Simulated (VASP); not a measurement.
Input of a VASP 6.6.1 run:

Contents of INCAR:

```
PREC = Accurate ; ENCUT = 520
EDIFF = 1E-7 ; ISMEAR = -1
SIGMA = 0.05 ; LREAL = Auto
LASPH = True ; NELM = 100
ALGO = Normal ; ISIF = 2
LWAVE = False ; LCHARG = True
GGA = PE ; IVDW = 12
LELF = True ; LVHAR = True
NBANDS = 72
```

Contents of KPOINTS:

```
Automatic mesh
0
Gamma
  2 2 2
```

Contents of POSCAR:

```
Al32As
1.0
    8.1000000000      0.0000000000      0.0000000000
    0.0000000000      8.1000000000      0.0000000000
    0.0000000000      0.0000000000      8.1000000000
Al As
32 1
Direct
    0.4790370370      0.0124814815     -0.0108765432
    0.7271728395      0.2548641975     -0.0084074074
    0.7315061728      0.0115185185      0.2675432099
   -0.0347530864      0.0463456790      0.0622469136
    0.2517901235      0.2688518519      0.0330493827
    0.5156296296      0.4943827160      0.0838024691
    0.7393580247      0.7803703704      0.0159135802
    0.2418395062     -0.0081111111      0.2129876543
    0.4866666667      0.2431975309      0.2722098765
    0.7571234568      0.5708148148      0.2925925926
    0.4411234568     -0.0112592593      0.4925185185
    0.7770987654      0.2478888889      0.5437777778
    0.7484444444     -0.0084938272      0.7612962963
   -0.0341851852      0.4365679012      0.0361604938
    0.2946543210      0.7207777778      0.0397777778
    0.0346913580      0.2761975309      0.2774074074
    0.2648148148      0.5000123457      0.2881481481
    0.5118024691      0.7322222222      0.2631851852
    0.0415061728      0.0305679012      0.4959382716
    0.2732469136      0.2457037037      0.5509753086
    0.5047407407      0.4919382716      0.4929382716
    0.6604691358      0.7512222222      0.5774444444
    0.2732345679      0.0012962963      0.7484320988
    0.4791481481      0.3130617284      0.7828518519
    0.7844814815      0.5053086420      0.7355432099
    0.0298518519      0.7457530864      0.2429382716
    0.0426419753      0.4544074074      0.5268765432
    0.2728395062      0.7325679012      0.5071358025
    0.0013086420      0.2302222222      0.7787037037
    0.2499012346      0.4963827160      0.7712716049
    0.4649506173      0.7521234568      0.7828641975
   -0.0475925926      0.7384691358      0.5457407407
    0.0138395062      0.7271481481     -0.1642716049
```

Potentials or basis: VASP PAW PBE potentials, release 64 (Al, As).

Command:

```bash
$ cat potpaw_PBE.64/Al/POTCAR potpaw_PBE.64/As/POTCAR > POTCAR
$ mpirun -np 1 vasp_std > vasp.out
```

Question: Estimate the dispersion energy per atom.

Answer: -0.351 eV.

Question: What does it give for the pressure?

Answer: 6.6 GPa.

Forces in eV/Å, atoms in the order of the input:
```
Al   0.720  0.237  0.652
Al  -1.061 -0.389  0.282
Al  -0.410 -0.127  0.717
Al   0.498 -0.589 -0.989
Al   0.175 -0.112 -0.762
Al   0.526 -0.737 -2.050
Al   0.015 -0.535  0.054
Al   0.461  0.161  0.841
Al   0.383 -0.709  0.199
Al   1.975 -1.361  0.277
Al   1.811  0.375 -0.887
Al  -0.801 -0.297 -1.089
Al   0.128  0.664 -0.004
Al   0.449  2.189 -0.732
Al  -1.335  0.122 -0.370
Al  -0.617 -1.285  1.056
Al  -0.533 -0.144 -0.791
Al  -0.786  2.887  1.053
Al  -0.405  0.135 -0.304
Al   0.210  0.615 -0.839
Al   0.265 -0.886  0.945
Al   0.067  0.649 -2.341
Al  -1.464  0.224  1.084
Al   1.929 -1.386  0.360
Al  -0.547 -0.153  1.007
Al  -0.197 -0.027 -0.844
Al  -0.529 -0.240 -0.014
Al  -0.444 -0.192  0.354
Al   0.518 -0.305  0.140
Al  -1.014  1.029  0.416
Al  -0.256 -0.818  1.138
Al  -0.091  0.718 -0.245
As   0.362  0.284  1.683
```

Caveat: the k points lie up to 0.39 Å⁻¹ apart.
